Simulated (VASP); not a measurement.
# C in VASP: single point with PBEsol+D3(BJ)

Aim: the single point of C with PBEsol+D3(BJ).

Everything below comes from runs of VASP 6.6.1. Logs are shortened: lines on timing, memory, paths and dates and some standing lists are left out, and cuts for length are marked.

### Step 1. The cell of the first run

The cell holds a slab with vacuum, 2 atoms: a = 2.426 Å, b = 2.426 Å, c = 20.861 Å, α = 90.00°, β = 90.00°, γ = 120.00°.

### Step 2. Single point, PBEsol+D3(BJ)

INCAR reads:

```
PREC = Accurate
ENCUT = 520
EDIFF = 1E-6
ISMEAR = 0
SIGMA = 0.04
LREAL = F
LASPH = T
NELM = 120
ALGO = Normal
ISIF = 2
LWAVE = F
LCHARG = T
LDIPOL = T
IDIPOL = 3
DIPOL = 0.5 0.5 0.660
GGA = PS
IVDW = 12
LELF = T
LVHAR = T
LVACPOTAV = T
NBANDS = 11
GGA_COMPAT = F
NELMDL = -8
```

KPOINTS reads:

```
Automatic mesh
0
Gamma
  15 15 1
```

POSCAR reads:

```
C
1.0
    2.4255171682      0.0000000285      0.0000000000
   -1.2127586088      2.1005594707      0.0000000000
    0.0000000000      0.0000000000     20.8608421860
C
2
Direct
    1.0000000000      0.0000000000      0.6601506763
    0.3333333333      0.6666666667      0.6600090365
```

Potentials or basis: VASP PAW PBE potentials, release 64 (C).

On the command line:

```bash
> cat potpaw_PBE.64/C/POTCAR > POTCAR
> mpirun -np 1 vasp_std > vasp.out
```

OUTCAR:

```text
PREC = Accurate
   ENCUT = 520
   EDIFF = 1E-6
   ISMEAR = 0
   LREAL = F
   LASPH = T
   NELM = 120
   ISIF = 2
   GGA = PS
   IVDW = 12
   NELMDL = -8
 IVDW          = 12

 ion  position               nearest neighbor table
   1  0.000  0.000  0.660-   2 1.40   2 1.40   2 1.40
   2  0.333  0.667  0.660-   1 1.40   1 1.40   1 1.40

  LATTYP: Found a hexagonal cell.
 ALAT       =     2.4255171682
 C/A-ratio  =     8.6005749452

  Lattice vectors:

 A1 = (   2.4255171682,   0.0000000285,   0.0000000000)
 A2 = (  -1.2127586088,   2.1005594707,   0.0000000000)
 A3 = (   0.0000000000,   0.0000000000,  20.8608421860)

Analysis of symmetry for initial positions (statically):
=====================================================================
 Subroutine PRICEL returns:
 Original cell was already a primitive cell.

 Routine SETGRP: Setting up the symmetry group for a
 hexagonal supercell.

 Subroutine GETGRP returns: Found 12 space group operations
 (whereof  6 operations were pure point group operations)
 out of a pool of 24 trial point group operations.

The static configuration has the point symmetry C_3v.
 The point group associated with its full space group is D_3d.

Analysis of symmetry for dynamics (positions and initial velocities):
=====================================================================
 Subroutine PRICEL returns:
 Original cell was already a primitive cell.

 Routine SETGRP: Setting up the symmetry group for a
 hexagonal supercell.

 Subroutine GETGRP returns: Found 12 space group operations
 (whereof  6 operations were pure point group operations)
 out of a pool of 24 trial point group operations.

The dynamic configuration has the point symmetry C_3v.
 The point group associated with its full space group is D_3d.

 Subroutine INISYM returns: Found 12 space group operations
 (whereof  6 operations are pure point group operations),
 and found     1 'primitive' translations

----------------------------------------------------------------------------------------

                                     Primitive cell

  volume of cell :     106.2848

  direct lattice vectors                    reciprocal lattice vectors
     2.425517168  0.000000029  0.000000000     0.412283206  0.238031826  0.000000000
    -1.212758609  2.100559471  0.000000000    -0.000000006  0.476063643  0.000000000
     0.000000000  0.000000000 20.860842186     0.000000000  0.000000000  0.047936703

  length of vectors
     2.425517168  2.425517168 20.860842186     0.476063643  0.476063643  0.047936703

  position of ions in fractional coordinates (direct lattice)
     0.000000000  0.000000000  0.660150676
     0.333333333  0.666666667  0.660009037

  ion indices of the primitive-cell ions
   primitive index   ion index
                 1           1
                 2           2

----------------------------------------------------------------------------------------

 KPOINTS: Automatic mesh

Automatic generation of k-mesh.
 Grid dimensions read from file:
 generate k-points for:   15   15    1

 Generating k-lattice:

  Cartesian coordinates                     Fractional coordinates (reciprocal lattice)
     0.027485547  0.015868788  0.000000000     0.066666667  0.000000000  0.000000000
    -0.000000000  0.031737576  0.000000000     0.000000000  0.066666667  0.000000000
     0.000000000  0.000000000  0.047936703     0.000000000  0.000000000  1.000000000

  Length of vectors
     0.031737576  0.031737576  0.047936703

  Shift w.r.t. Gamma in fractional coordinates (k-lattice)
     0.000000000  0.000000000  0.000000000

 Subroutine IBZKPT returns following result:
 ===========================================

 Found     27 irreducible k-points:

 Following reciprocal coordinates:
            Coordinates               Weight
  0.000000  0.000000  0.000000      1.000000
  0.066667  0.000000  0.000000      6.000000
  0.133333  0.000000  0.000000      6.000000
  0.200000 -0.000000  0.000000      6.000000
  0.266667  0.000000  0.000000      6.000000
  0.333333  0.000000  0.000000      6.000000
[... 16 lines left out ...]
  0.333333  0.200000  0.000000     12.000000
  0.400000  0.200000  0.000000      6.000000
 [... further k-points ...]
   k-points           NKPTS =     27   k-points in BZ     NKDIM =     27   number of bands    NBANDS=     11
   number of dos      NEDOS =    301   number of ions     NIONS =      2
   total plane-waves  NPLWV =  51840
   dimension x,y,z NGX =    18 NGY =   18 NGZ =  160
   dimension x,y,z NGXF=    36 NGYF=   36 NGZF=  320
   ions per type =               2
   NGX,Y,Z   is equivalent  to a cutoff of  12.34, 12.34, 12.75 a.u.
   NGXF,Y,Z  is equivalent  to a cutoff of  24.67, 24.67, 25.50 a.u.
 SYSTEM =  unknown system
   PREC   = accura    normal or accurate (medium, high low for compatibility)
   ISTART =      0    job   : 0-new  1-cont  2-samecut
   ICHARG =      2    charge: 1-file 2-atom 10-const
   ISPIN  =      1    spin polarized calculation?
   LNONCOLLINEAR =      F non collinear calculations
   LSORBIT =      F    spin-orbit coupling
   LASPH  =      T    aspherical Exc in radial PAW
   ENCUT  =  520.0 eV  38.22 Ry    6.18 a.u.   4.51  4.51 38.79*2*pi/ulx,y,z
   NELM   =    120;   NELMIN=  2; NELMDL= -8     # of ELM steps
   EDIFF  = 0.1E-05   stopping-criterion for ELM
   LREAL  =      F    real-space projection
   EDIFFG = 0.1E-04   stopping-criterion for IOM
   NSW    =      0    number of steps for IOM
   IBRION =     -1    ionic relax: 0-MD 1-quasi-New 2-CG
   NFREE  =      0    steps in history (QN), initial steepest desc. (CG)
   ISIF   =      2    stress and relaxation
   ISYM   =      2    0-nonsym 1-usesym 2-fastsym
   POTIM  = 0.5000    time-step for ionic-motion
   TEBEG  =    0.0;   TEEND  =   0.0 temperature during run
   PSTRESS=    0.0 pullay stress
   NELECT =       8.0000    total number of electrons
   NUPDOWN=      -1.0000    fix difference up-down
   EMIN   =  10.00;   EMAX   =-10.00  energy-range for DOS
   EFERMI =   0.00;   METHOD = LEGACY
   ISMEAR =     0;   SIGMA  =   0.04  broadening in eV -4-tet -1-fermi 0-gaus
   EFERMI_NEDOS =   21; number of points for ismear=-14 and -15
   IALGO  =     38    algorithm
   IMIX   =      4    mixing-type and parameters
     AMIX     =   0.40;   BMIX     =  1.00
     AMIX_MAG =   1.60;   BMIX_MAG =  1.00
  volume/ion in A,a.u.               =      53.14       358.62
  Fermi-wavevector in a.u.,A,eV,Ry     =   0.691217  1.306211  6.500605  0.477781
  Thomas-Fermi vector in A             =   1.772806
   LORBIT       =      0    0 simple, 1 ext, 2 COOP (PROOUT), +10 PAW based schemes
   GGA     = PS    functional components
   LHFCALC =     F    Hartree Fock is set to
   AEXX    =    0.0000 exact exchange contribution
   IVDW    =    12    specifies the selected vdW correction
   LEPSILON=     F    determine dielectric tensor
   LRPA    =     F    only Hartree local field effects (RPA)
 non-spin polarized calculation
 Gauss-broadening in eV      SIGMA  =   0.04
  energy-cutoff  :      520.00
  volume of cell :      106.28
 maximum number of plane-waves:      2913
 NGX is ok and might be reduce to    18
   NGX =  9   NGY =  9   NGZ = 77

 dipolmoment           0.000000      0.000000      0.000002 electrons x Angstroem

 number of electron       8.0000000 magnetization

 dipolmoment           0.000000      0.000000     -0.000002 electrons x Angstroem

 Free energy of the ion-electron system (eV)
  ---------------------------------------------------
  ext. energy  EPLUGINS =         0.00000000
  ---------------------------------------------------
  free energy    TOTEN  =       -19.25069876 eV

  energy without entropy =      -19.25029756  energy(sigma->0) =      -19.25049816

 E-fermi :  -2.7166     XC(G=0):  -2.1123

 val. band max:       -2.7166384759   @ k =   0.3333   0.3333   0.0000
 cond. band min:      -2.7166375281   @ k =   0.3333   0.3333   0.0000
 fundamental gap:      0.0000009478
 Fermi energy:        -2.7166380020

 k-point     1 :       0.0000    0.0000    0.0000
  band No.  band energies     occupation
      1     -22.6011      2.00000
      2     -10.7058      2.00000
      3      -5.6988      2.00000
      4      -5.6988      2.00000
      5       0.5323      0.00000
      6       1.3289      0.00000
      7       1.5468      0.00000
      8       2.4613      0.00000
      9       2.7945      0.00000
     10       4.3617      0.00000
     11       4.9145      0.00000

 k-point     2 :       0.0667    0.0000    0.0000
  band No.  band energies     occupation
      1     -22.4930      2.00000
      2     -10.5749      2.00000
      3      -6.1312      2.00000
      4      -5.9349      2.00000
      5       0.6792      0.00000
      6       1.4785      0.00000
      7       1.6979      0.00000
      8       2.6111      0.00000
      9       2.9438      0.00000
     10       4.5103      0.00000
     11       5.0593      0.00000

 k-point     3 :       0.1333    0.0000    0.0000
  band No.  band energies     occupation
      1     -22.1692      2.00000
      2     -10.1842      2.00000
      3      -7.2832      2.00000
      4      -6.5310      2.00000
      5       1.1200      0.00000
      6       1.9268      0.00000
      7       2.1512      0.00000
      8       3.0603      0.00000
      9       3.3919      0.00000
     10       4.9554      0.00000
     11       5.4864      0.00000

 k-point     4 :       0.2000   -0.0000    0.0000
  band No.  band energies     occupation
      1     -21.6320      2.00000
      2      -9.5407      2.00000
      3      -8.8683      2.00000
      4      -7.2732      2.00000
      5       1.8544      0.00000
      6       2.6716      0.00000
      7       2.9067      0.00000
      8       3.8066      0.00000
      9       4.1381      0.00000
     10       5.6836      0.00000
     11       5.8451      0.00000

 k-point     5 :       0.2667    0.0000    0.0000
  band No.  band energies     occupation
      1     -20.8853      2.00000
      2     -10.6464      2.00000
      3      -8.6594      2.00000
      4      -7.9929      2.00000
      5       2.8799      0.00000
      6       3.6819      0.00000
      7       3.9642      0.00000
      8       4.3873      0.00000
      9       4.8916      0.00000
     10       5.1690      0.00000
     11       5.6858      0.00000
[... 211 lines left out ...]
 k-point    21 :       0.2000    0.2000    0.0000
  band No.  band energies     occupation
      1     -19.7294      2.00000
      2     -11.6941      2.00000
      3     -10.3698      2.00000
      4      -7.3148      2.00000
      5       2.4121      0.00000
      6       4.4923      0.00000
      7       5.3225      0.00000
      8       5.6270      0.00000
      9       6.4703      0.00000
     10       6.8300      0.00000
     11       8.2831      0.00000

 k-point    22 :       0.2667    0.2000    0.0000
  band No.  band energies     occupation
      1     -18.6998      2.00000
      2     -13.0209      2.00000
      3     -11.2113      2.00000
      4      -6.1684      2.00000
      5       0.8597      0.00000
      6       5.9407      0.00000
      7       6.7342      0.00000
      8       7.1372      0.00000
      9       7.8980      0.00000
     10       8.3090      0.00000
     11       8.8163      0.00000

 k-point    23 :       0.3333    0.2000    0.0000
  band No.  band energies     occupation
      1     -17.5070      2.00000
      2     -14.5163      2.00000
      3     -11.6364      2.00000
      4      -4.9720      2.00000
      5      -0.6061      0.00000
      6       7.6449      0.00000
      7       8.1627      0.00000
      8       8.7029      0.00000
      9       8.9522      0.00000
     10       9.3993      0.00000
     11      10.1040      0.00000

 k-point    24 :       0.4000    0.2000    0.0000
  band No.  band energies     occupation
      1     -16.4804      2.00000
      2     -15.6602      2.00000
      3     -11.7683      2.00000
      4      -4.2834      2.00000
      5      -1.3899      0.00000
      6       8.6367      0.00000
      7       8.7022      0.00000
      8       9.4614      0.00000
      9       9.6624      0.00000
     10      10.7321      0.00000
     11      11.0521      0.00000

 [... further k-points ...]

------------------------ aborting loop because EDIFF is reached ----------------------------------------

 Edisp (eV)   -0.09819

 E8    (eV) :    -0.0505

  FORCE on cell =-STRESS in cart. coord.  units (eV):
  Direction    XX          YY          ZZ          XY          YZ          ZX
  --------------------------------------------------------------------------------------
  -------------------------------------------------------------------------------------
  Total       2.09262     2.09262    -0.01143    -0.00000     0.00000    -0.00000
  in kB      31.54493    31.54493    -0.17228    -0.00000     0.00000    -0.00000
  external pressure =       20.97 kB  Pullay stress =        0.00 kB

 VOLUME and BASIS-vectors are now :
 -----------------------------------------------------------------------------
  energy-cutoff  :      520.00
  volume of cell :      106.28
      direct lattice vectors                 reciprocal lattice vectors
     2.425517168  0.000000029  0.000000000     0.412283206  0.238031826  0.000000000
    -1.212758609  2.100559471  0.000000000    -0.000000006  0.476063643  0.000000000
     0.000000000  0.000000000 20.860842186     0.000000000  0.000000000  0.047936703

 POSITION                                       TOTAL-FORCE (eV/Angst)
 -----------------------------------------------------------------------------------
      0.00000      0.00000     13.77130        -0.000000      0.000000     -0.049444
     -0.00000      1.40037     13.76834         0.000000      0.000000      0.049444
 -----------------------------------------------------------------------------------
    total drift:                                0.000000     -0.000000     -0.000019

  FREE ENERGIE OF THE ION-ELECTRON SYSTEM (eV)
  ---------------------------------------------------
  free  energy   TOTEN  =       -19.3488932797 eV

  energy  without entropy=      -19.3484920782  energy(sigma->0) =      -19.34869268

 vacuum level on the upper side and lower side of the slab         1.470         1.470
```

Run time: 27 s. Hardware: 1 thread of AMD EPYC 9R45 (Zen 5), shared host; peak memory 0.18 GiB.

What came out:

| Quantity | Value |
| --- | --- |
| Free energy | -19.3489 eV |
| Largest force | 0.049 eV/Å |
| Band gap on the k mesh | zero (filled and empty bands touch) |
| Dispersion energy per atom | -0.049 eV |

Forces on the atoms (eV/Å):
```
C    0.000  0.000 -0.049
C    0.000  0.000  0.049
```

Levels at points of the mesh, in eV from the Fermi level:
```csv
k point,band 2,band 3,band 4,band 5,band 6,band 7
"(0.00, 0.00, 0.00)",-7.99,-2.98,-2.98,3.25,4.05,4.26
```

Caveat: the PAW data sets were made with another functional, which shifts forces and pressure a little.
